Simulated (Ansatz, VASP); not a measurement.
## HfO2: VASP beside Ansatz

```
Hf O
1.0
     0.00000    2.55750    2.55750
     2.55750    0.00000    2.55750
     2.55750    2.55750    0.00000
Hf O
1 2
Direct
  0.00000 0.00000 0.00000
  0.75000 0.75000 0.75000
  0.25000 0.25000 0.25000
```

Alike in both runs: functional PBEsol; k mesh 9 × 9 × 9; occupations fermi-dirac, width 0.05 eV; no spin polarisation; Hubbard terms Hf d U = 8.0 eV.

|  | VASP | Ansatz |
| --- | --- | --- |
| version | VASP 6.6.1 | Ansatz 0.2.0 |
| potentials or method | VASP PAW PBE potentials, release 64 (Hf_pv, O) | Ansatz PAW |
| plane-wave cutoff (eV) | 520 | 420 |
| valence electrons in the cell | 22 | 38 |
| task | single point | band structure |

|  | VASP | Ansatz | Ansatz less VASP |
| --- | --- | --- | --- |
| gap on the k mesh at the Fermi level (eV) | 4.66 | 4.97 | +0.304 |
| least direct gap on the mesh (eV) | 4.79 | 5.37 | +0.582 |
| pressure (GPa) | 8.4 | 2.6 | -5.87 |

VASP's potentials were made for PBE, not for PBEsol. The programs project onto different local orbitals, so the same U acts differently, and such runs can settle in different states. VASP's potentials hold 22 valence electrons a cell and Ansatz's 38, so a difference there can come from the potentials and not from the codes.

Spin-orbit coupling is off throughout. Noted on Ansatz's run: the k mesh misses the band edges, so the gap on the mesh is wider than the one along the path.
